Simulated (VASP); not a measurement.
# Au: single point with r2SCAN

The system is Au.

```
CELL_PARAMETERS angstrom
-1.65390 1.65390 1.65390
1.65390 -1.65390 1.65390
1.65390 1.65390 -1.65390
ATOMIC_POSITIONS crystal
Au 0.00000 0.00000 0.00000
```

This cell differs from its parent crystal: volume scaled by 1.03.

| Item | Value |
| --- | --- |
| Program | VASP 6.6.1 |
| Task | single point |
| Functional | r2SCAN |
| Potentials or basis | VASP PAW PBE potentials, release 64 (Au) |
| Cutoff | 520 eV |
| k mesh | 18 × 18 × 18 |
| Occupations | gaussian, width 0.1 eV |
| Spin | no spin polarisation |

```
Pressure : -3.9 GPa
```

Levels at points of the mesh, in eV from the Fermi level:
```csv
k point,band 3,band 4,band 5,band 6,band 7,band 8
"(0.00, 0.00, 0.00)",-4.93,-4.93,-3.13,-3.13,17.29,17.29
"(0.50, 0.00, 0.00)",-3.27,-2.97,-1.68,-0.31,3.23,12.94
"(0.50, 0.50, 0.50)",-2.04,-2.04,-2.04,6.48,6.48,6.48
```

Wall time 52 s on 1 thread of Intel(R) Xeon(R) 6975P-C (Granite Rapids), with other jobs on the host, peak memory 0.17 GiB.

Caveat: the PAW data sets were made with another functional, which shifts forces and pressure a little; spin-orbit coupling is left out, which moves the levels of the heavy elements.
